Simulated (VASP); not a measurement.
# Nb2SnAs4 (I4/mmm) in VASP: single point with r2SCAN+rVV10

Aim: the single point of Nb2SnAs4 with r2SCAN+rVV10.

All numbers are computed with VASP 6.6.1; they aren't measurements. Logs are shortened: lines on timing, memory, paths and dates and some standing lists are left out, and cuts for length are marked.

## (1) The cell of the first run

It takes space group I4/mmm (No. 139, tetragonal). Conventional cell: a = 5.192 Å, b = 5.192 Å, c = 12.909 Å, α = 90.00°, β = 90.00°, γ = 90.00°. Within 3.1 Å of Nb (site symmetry 4mm) lie 5 As at 2.36 to 2.88 Å and 1 Nb at 2.49 Å. Sn (site symmetry 4/mmm) has 6 As at 2.60 to 2.85 Å within 3.4 Å. As (site symmetry mmm) has 2 Sn at 2.60 Å and 4 Nb at 2.88 Å within 3.4 Å. As (site symmetry 4mm) has 1 Nb at 2.36 Å and 1 Sn at 2.85 Å within 3.1 Å.

## (2) Single point, r2SCAN+rVV10

Input file POSCAR:

```
Nb2SnAs4
1.0
   -2.5959762179      2.5959762179      6.4543127649
    2.5959762179     -2.5959762179      6.4543127649
    2.5959762179      2.5959762179     -6.4543127649
Nb Sn As
2 1 4
Direct
    0.5963613767      0.5963613767      0.0000000000
    0.4036386233      0.4036386233      0.0000000000
    0.0000000000      0.0000000000      0.0000000000
    0.0000000000      0.5000000000      0.5000000000
    0.5000000000      0.0000000000      0.5000000000
    0.7791612806      0.7791612806      0.0000000000
    0.2208387194      0.2208387194      0.0000000000
```

Input file INCAR.step1:

```
SYSTEM = Nb2SnAs4
PREC = Accurate
ENCUT = 520
ISMEAR = -1
SIGMA = 0.03
LREAL = .False.
LASPH = .True.
NELM = 80
NBANDS = 39
GGA = PE
ALGO = Normal
EDIFF = 1E-4
LWAVE = .True.
LCHARG = .False.
```

Input file INCAR.step2:

```
SYSTEM = Nb2SnAs4
PREC = Accurate
ENCUT = 520
EDIFF = 1E-6
ISMEAR = -1
SIGMA = 0.03
LREAL = .False.
LASPH = .True.
NELM = 80
ALGO = Normal
ISIF = 2
LWAVE = .False.
LCHARG = .True.
METAGGA = R2SCAN
LMIXTAU = .True.
LUSE_VDW = .True.
IVDW_NL = 2
BPARAM = 11.95
CPARAM = 0.0093
LELF = .True.
LVHAR = .True.
NBANDS = 39
ISTART = 1
```

Input file KPOINTS:

```
Automatic mesh
0
Gamma
  6 6 6
  0 0 0
```

Potentials or basis: VASP PAW PBE potentials, release 64 (Nb_sv, Sn_d, As).

On the command line:

```bash
cat potpaw_PBE.64/Nb_sv/POTCAR potpaw_PBE.64/Sn_d/POTCAR potpaw_PBE.64/As/POTCAR > POTCAR
cp INCAR.step1 INCAR
mpirun -np 1 vasp_std > vasp.out
cp INCAR.step2 INCAR
mpirun -np 1 vasp_std > vasp.out
```

OUTCAR:

```text
SYSTEM = Nb2SnAs4
   PREC = Accurate
   ENCUT = 520
   EDIFF = 1E-6
   ISMEAR = -1
   LREAL = .False.
   LASPH = .True.
   NELM = 80
   ISIF = 2
   METAGGA = R2SCAN
   IVDW_NL = 2
   BPARAM = 11.95
   ISTART = 1

 ion  position               nearest neighbor table
   1  0.596  0.596  0.000-   6 2.36   2 2.49   5 2.88   4 2.88   5 2.88   4 2.88
   2  0.404  0.404  0.000-   7 2.36   1 2.49   4 2.88   5 2.88   4 2.88   5 2.88
   3  0.000  0.000  0.000-   4 2.60   5 2.60   4 2.60   5 2.60   6 2.85   7 2.85
   4  0.000  0.500  0.500-   3 2.60   3 2.60   1 2.88   2 2.88   2 2.88   1 2.88
   5  0.500  0.000  0.500-   3 2.60   3 2.60   2 2.88   1 2.88   2 2.88   1 2.88
   6  0.779  0.779  0.000-   1 2.36   3 2.85
   7  0.221  0.221  0.000-   2 2.36   3 2.85

  LATTYP: Found a body centered tetragonal cell.
 ALAT       =     5.1919524358
 C/A-ratio  =     2.4862757680

  Lattice vectors:

 A1 = (  -2.5959762179,   2.5959762179,   6.4543127649)
 A2 = (   2.5959762179,  -2.5959762179,   6.4543127649)
 A3 = (   2.5959762179,   2.5959762179,  -6.4543127649)

Analysis of symmetry for initial positions (statically):
=====================================================================
 Subroutine PRICEL returns:
 Original cell was already a primitive cell.

 Routine SETGRP: Setting up the symmetry group for a
 body centered tetragonal supercell.

 Subroutine GETGRP returns: Found 16 space group operations
 (whereof 16 operations were pure point group operations)
 out of a pool of 16 trial point group operations.

The static configuration has the point symmetry D_4h.

Analysis of symmetry for dynamics (positions and initial velocities):
=====================================================================
 Subroutine PRICEL returns:
 Original cell was already a primitive cell.

 Routine SETGRP: Setting up the symmetry group for a
 body centered tetragonal supercell.

 Subroutine GETGRP returns: Found 16 space group operations
 (whereof 16 operations were pure point group operations)
 out of a pool of 16 trial point group operations.

The dynamic configuration has the point symmetry D_4h.

 Subroutine INISYM returns: Found 16 space group operations
 (whereof 16 operations are pure point group operations),
 and found     1 'primitive' translations

----------------------------------------------------------------------------------------

                                     Primitive cell

  volume of cell :     173.9848

  direct lattice vectors                    reciprocal lattice vectors
    -2.595976218  2.595976218  6.454312765     0.000000000  0.192605771  0.077467581
     2.595976218 -2.595976218  6.454312765     0.192605771  0.000000000  0.077467581
     2.595976218  2.595976218 -6.454312765     0.192605771  0.192605771  0.000000000

  length of vectors
     7.425384725  7.425384725  7.425384725     0.207601082  0.207601082  0.272385693

  position of ions in fractional coordinates (direct lattice)
     0.596361377  0.596361377  0.000000000
     0.403638623  0.403638623  0.000000000
     0.000000000  0.000000000  0.000000000
     0.000000000  0.500000000  0.500000000
     0.500000000  0.000000000  0.500000000
     0.779161281  0.779161281  0.000000000
     0.220838719  0.220838719  0.000000000

  ion indices of the primitive-cell ions
   primitive index   ion index
                 1           1
                 2           2
                 3           3
                 4           4
                 5           5
                 6           6
                 7           7

----------------------------------------------------------------------------------------

 KPOINTS: Automatic mesh

Automatic generation of k-mesh.
 Grid dimensions read from file:
 generate k-points for:    6    6    6

 Generating k-lattice:

  Cartesian coordinates                     Fractional coordinates (reciprocal lattice)
     0.000000000  0.032100962  0.012911264     0.166666667  0.000000000  0.000000000
     0.032100962  0.000000000  0.012911264     0.000000000  0.166666667  0.000000000
     0.032100962  0.032100962  0.000000000     0.000000000  0.000000000  0.166666667

  Length of vectors
     0.034600180  0.034600180  0.045397616

  Shift w.r.t. Gamma in fractional coordinates (k-lattice)
     0.000000000  0.000000000  0.000000000

 Subroutine IBZKPT returns following result:
 ===========================================

 Found     30 irreducible k-points:

 Following reciprocal coordinates:
            Coordinates               Weight
  0.000000  0.000000  0.000000      1.000000
  0.166667  0.000000  0.000000      8.000000
  0.333333 -0.000000  0.000000      8.000000
  0.500000 -0.000000  0.000000      4.000000
  0.166667  0.166667  0.000000      8.000000
  0.333333  0.166667  0.000000     16.000000
[... 16 lines left out ...]
 -0.333333 -0.333333  0.166667      8.000000
 -0.166667 -0.333333  0.166667      8.000000
 [... further k-points ...]
   k-points           NKPTS =     30   k-points in BZ     NKDIM =     30   number of bands    NBANDS=     39
   number of dos      NEDOS =    301   number of ions     NIONS =      7
   total plane-waves  NPLWV = 175616
   dimension x,y,z NGX =    56 NGY =   56 NGZ =   56
   dimension x,y,z NGXF=   112 NGYF=  112 NGZF=  112
   ions per type =               2   1   4
   NGX,Y,Z   is equivalent  to a cutoff of  12.54, 12.54, 12.54 a.u.
   NGXF,Y,Z  is equivalent  to a cutoff of  25.08, 25.08, 25.08 a.u.
 SYSTEM =  Nb2SnAs4
   PREC   = accura    normal or accurate (medium, high low for compatibility)
   ISTART =      1    job   : 0-new  1-cont  2-samecut
   ICHARG =      0    charge: 1-file 2-atom 10-const
   ISPIN  =      1    spin polarized calculation?
   LNONCOLLINEAR =      F non collinear calculations
   LSORBIT =      F    spin-orbit coupling
   LASPH  =      T    aspherical Exc in radial PAW
   ENCUT  =  520.0 eV  38.22 Ry    6.18 a.u.  13.81 13.81 13.81*2*pi/ulx,y,z
   NELM   =     80;   NELMIN=  2; NELMDL=  0     # of ELM steps
   EDIFF  = 0.1E-05   stopping-criterion for ELM
   LREAL  =      F    real-space projection
   EDIFFG = 0.1E-04   stopping-criterion for IOM
   NSW    =      0    number of steps for IOM
   IBRION =     -1    ionic relax: 0-MD 1-quasi-New 2-CG
   NFREE  =      0    steps in history (QN), initial steepest desc. (CG)
   ISIF   =      2    stress and relaxation
   ISYM   =      2    0-nonsym 1-usesym 2-fastsym
   POTIM  = 0.5000    time-step for ionic-motion
   TEBEG  =    0.0;   TEEND  =   0.0 temperature during run
   PSTRESS=    0.0 pullay stress
   NELECT =      60.0000    total number of electrons
   NUPDOWN=      -1.0000    fix difference up-down
   EMIN   =  10.00;   EMAX   =-10.00  energy-range for DOS
   EFERMI =   0.00;   METHOD = LEGACY
   ISMEAR =    -1;   SIGMA  =   0.03  broadening in eV -4-tet -1-fermi 0-gaus
   EFERMI_NEDOS =   21; number of points for ismear=-14 and -15
   IALGO  =     38    algorithm
   IMIX   =      4    mixing-type and parameters
     AMIX     =   0.40;   BMIX     =  1.00
     AMIX_MAG =   1.60;   BMIX_MAG =  1.00
  volume/ion in A,a.u.               =      24.85       167.73
  Fermi-wavevector in a.u.,A,eV,Ry     =   1.148034  2.169470 17.932237  1.317982
  Thomas-Fermi vector in A             =   2.284711
   LORBIT       =      0    0 simple, 1 ext, 2 COOP (PROOUT), +10 PAW based schemes
   METAGGA = R2SCAN    functional components
   LHFCALC =     F    Hartree Fock is set to
   AEXX    =    0.0000 exact exchange contribution
   IVDW_NL    =     2    kernel type
   BPARAM     =11.9500
   IVDW    =     0    specifies the selected vdW correction
   LEPSILON=     F    determine dielectric tensor
   LRPA    =     F    only Hartree local field effects (RPA)
 non-spin polarized calculation
  energy-cutoff  :      520.00
  volume of cell :      173.98
 maximum number of plane-waves:      4753
   NGX = 27   NGY = 27   NGZ = 27

 number of electron      60.0000002 magnetization

 Free energy of the ion-electron system (eV)
  ---------------------------------------------------
  ext. energy  EPLUGINS =         0.00000000
  ---------------------------------------------------
  free energy    TOTEN  =      -127.56627948 eV

  energy without entropy =     -127.55201744  energy(sigma->0) =     -127.55914846

 E-fermi :   5.4367     XC(G=0): -10.3761

 val. band max:        5.4173776393   @ k =   0.3333   0.1667   0.1667
 cond. band min:       5.4375037679   @ k =   0.5000   0.5000   0.5000
 fundamental gap:      0.0201261286
 Fermi energy:         5.4367030264

 k-point     1 :       0.0000    0.0000    0.0000
  band No.  band energies     occupation
      1     -52.0687      2.00000
      2     -51.8290      2.00000
      3     -28.0232      2.00000
      4     -27.4842      2.00000
      5     -27.4842      2.00000
      6     -27.2810      2.00000
[... 31 lines left out ...]
     38       8.0579      0.00000
     39       8.9524      0.00000

 k-point     2 :       0.1667    0.0000    0.0000
  band No.  band energies     occupation
      1     -52.0687      2.00000
      2     -51.8290      2.00000
      3     -28.0230      2.00000
      4     -27.4849      2.00000
      5     -27.4842      2.00000
      6     -27.2815      2.00000
[... 31 lines left out ...]
     38       8.1431      0.00000
     39       8.5597      0.00000

 k-point     3 :       0.3333   -0.0000    0.0000
  band No.  band energies     occupation
      1     -52.0687      2.00000
      2     -51.8290      2.00000
      3     -28.0227      2.00000
      4     -27.4863      2.00000
      5     -27.4841      2.00000
      6     -27.2824      2.00000
[... 31 lines left out ...]
     38       8.2024      0.00000
     39       8.2157      0.00000

 k-point     4 :       0.5000   -0.0000    0.0000
  band No.  band energies     occupation
      1     -52.0687      2.00000
      2     -51.8290      2.00000
      3     -28.0225      2.00000
      4     -27.4870      2.00000
      5     -27.4841      2.00000
      6     -27.2829      2.00000
[... 31 lines left out ...]
     38       7.9879      0.00000
     39       8.1600      0.00000
[... 754 lines left out ...]
     38       8.1200      0.00000
     39       8.1519      0.00000

 k-point    23 :      -0.3333   -0.3333    0.1667
  band No.  band energies     occupation
      1     -52.0687      2.00000
      2     -51.8290      2.00000
      3     -28.0224      2.00000
      4     -27.4850      2.00000
      5     -27.4850      2.00000
      6     -27.2813      2.00000
[... 31 lines left out ...]
     38       8.0869      0.00000
     39       8.4966      0.00000

 k-point    24 :      -0.1667   -0.3333    0.1667
  band No.  band energies     occupation
      1     -52.0687      2.00000
      2     -51.8290      2.00000
      3     -28.0226      2.00000
      4     -27.4850      2.00000
      5     -27.4842      2.00000
      6     -27.2814      2.00000
[... 31 lines left out ...]
     38       8.2493      0.00000
     39       8.3272      0.00000

 [... further k-points ...]

------------------------ aborting loop because EDIFF is reached ----------------------------------------

  FORCE on cell =-STRESS in cart. coord.  units (eV):
  Direction    XX          YY          ZZ          XY          YZ          ZX
  --------------------------------------------------------------------------------------
  -------------------------------------------------------------------------------------
  Total        0.1916955      0.1916955      0.0444640      0.0000000     -0.0000000      0.0000000
  in kB        1.7652697      1.7652697      0.4094569      0.0000000     -0.0000000      0.0000000
  external PRESSURE =       1.3133321 kB  Pullay stress =       0.0000000 kB

 VOLUME and BASIS-vectors are now :
 -----------------------------------------------------------------------------
  energy-cutoff  :      520.00
  volume of cell :      173.98
      direct lattice vectors                 reciprocal lattice vectors
    -2.595976218  2.595976218  6.454312765     0.000000000  0.192605771  0.077467581
     2.595976218 -2.595976218  6.454312765     0.192605771  0.000000000  0.077467581
     2.595976218  2.595976218 -6.454312765     0.192605771  0.192605771  0.000000000

 POSITION                                       TOTAL-FORCE (eV/Angst)
 -----------------------------------------------------------------------------------
      0.00000      0.00000      7.69821         0.000000      0.000000      0.023127
      0.00000      0.00000      5.21042        -0.000000     -0.000000     -0.023127
      0.00000      0.00000      0.00000        -0.000000     -0.000000     -0.000000
      2.59598      0.00000      0.00000        -0.000000     -0.000000     -0.000000
      0.00000      2.59598      0.00000        -0.000000     -0.000000     -0.000000
      0.00000      0.00000     10.05790         0.000000      0.000000     -0.024731
      0.00000      0.00000      2.85072         0.000000      0.000000      0.024731
 -----------------------------------------------------------------------------------
    total drift:                               -0.000000      0.000000      0.000000

  FREE ENERGIE OF THE ION-ELECTRON SYSTEM (eV)
  ---------------------------------------------------
  free  energy   TOTEN  =      -127.5662794767 eV

  energy  without entropy=     -127.5520174416  energy(sigma->0) =     -127.55914846
```

Wall time 28 min (1 thread of Intel Xeon Platinum 8488C (Sapphire Rapids), shared host); peak memory 1.2 GiB.

Results:

| Property | Result |
| --- | --- |
| Free energy | -127.5663 eV |
| Pressure | 0.1 GPa |
| Largest force | 0.025 eV/Å |
| Band gap on the k mesh | zero (bands 30 and 31 overlap by 0.45 eV) |

Forces in eV/Å, atoms in the order of the input:
```
Nb   0.000  0.000  0.023
Nb   0.000  0.000 -0.023
Sn   0.000  0.000  0.000
As   0.000  0.000  0.000
As   0.000  0.000  0.000
As   0.000  0.000 -0.025
As   0.000  0.000  0.025
```

Levels at points of the mesh, in eV from the Fermi level:
```csv
k point,band 26,band 27,band 28,band 29,band 30,band 31,band 32,band 33,band 34,band 35
"(0.00, 0.00, 0.00)",-2.38,-2.30,-1.53,-0.90,0.27,0.27,0.61,0.93,1.94,1.99
"(0.50, 0.00, 0.00)",-1.65,-1.50,-1.31,-1.21,0.10,0.49,0.56,0.57,0.93,1.31
"(0.50, 0.50, 0.00)",-1.57,-1.01,-0.26,-0.15,0.08,0.30,0.49,0.57,0.61,0.90
"(0.50, 0.50, 0.50)",-1.57,-1.49,-1.49,-0.84,0.00,0.00,0.44,0.49,0.81,2.03
```

Caveat: the PAW data sets were made with another functional, which shifts forces and pressure a little; spin-orbit coupling is left out, which moves the levels of the heavy elements.
